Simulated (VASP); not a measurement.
Set up this calculation in VASP 6.6.1, as the native input.

| Quantity | Value |
| --- | --- |
| Task | single point |
| Functional | PBE |
| Potentials or basis | VASP PAW PBE potentials, release 64 (C, Ca_sv) |
| Cutoff | 600 eV |
| k mesh | 4 × 4 × 4 |
| Occupations | gaussian, width 0.01 eV |
| Spin | no spin polarisation |
| Dipole correction | no |
| Further INCAR settings | ALGO = Normal; EDIFF = 1e-06; NBANDS = 19 |

The structure of Ca2C lies in POSCAR:

```
Ca2C
1.0
    0.0000000000      3.1798777149      3.1798777149
    3.1798777149      0.0000000000      3.1798777149
    3.1798777149      3.1798777149      0.0000000000
C Ca
1 2
Direct
    0.0000000000      0.0000000000      0.0000000000
    0.2500000000      0.2500000000      0.2500000000
    0.7500000000      0.7500000000      0.7500000000
```

The input as run:

INCAR

```
SYSTEM = Ca2C
PREC     = Accurate       ! precision mode
ENCUT    = 600            ! plane-wave cutoff, eV
EDIFF    = 1E-6           ! SCF threshold, eV
ISMEAR   = 0              ! smearing method
SIGMA    = 0.01           ! smearing width, eV
LREAL    = .FALSE.        ! projectors in reciprocal space
LASPH    = .TRUE.         ! aspherical terms in the spheres
NELM     = 120            ! most SCF steps
ALGO     = Normal         ! electronic algorithm
ISIF     = 2              ! what is computed and relaxed
LWAVE    = .FALSE.        ! write WAVECAR
LCHARG   = .FALSE.        ! write CHGCAR
GGA      = PE             ! functional
NBANDS   = 19             ! bands
GGA_COMPAT= .FALSE.
```

KPOINTS

```
regular mesh
0
G
  4 4 4
  0 0 0
```

Potentials or basis: VASP PAW PBE potentials, release 64 (C, Ca_sv).

Run with:

```bash
$ cat potpaw_PBE.64/C/POTCAR potpaw_PBE.64/Ca_sv/POTCAR > POTCAR
$ mpirun -np 1 vasp_std > vasp.out
```

It gave:

```yaml
Pressure: -1.6 GPa
Band_gap_on_the_k_mesh: 0.25 eV
```

Caveat: the k points lie up to 0.43 Å⁻¹ apart.

Wall time 14 s on 1 thread of Intel(R) Xeon(R) Platinum 8259CL CPU @ 2.50GHz (Skylake/Cascade Lake) (shared host), peak memory 0.2 GiB.
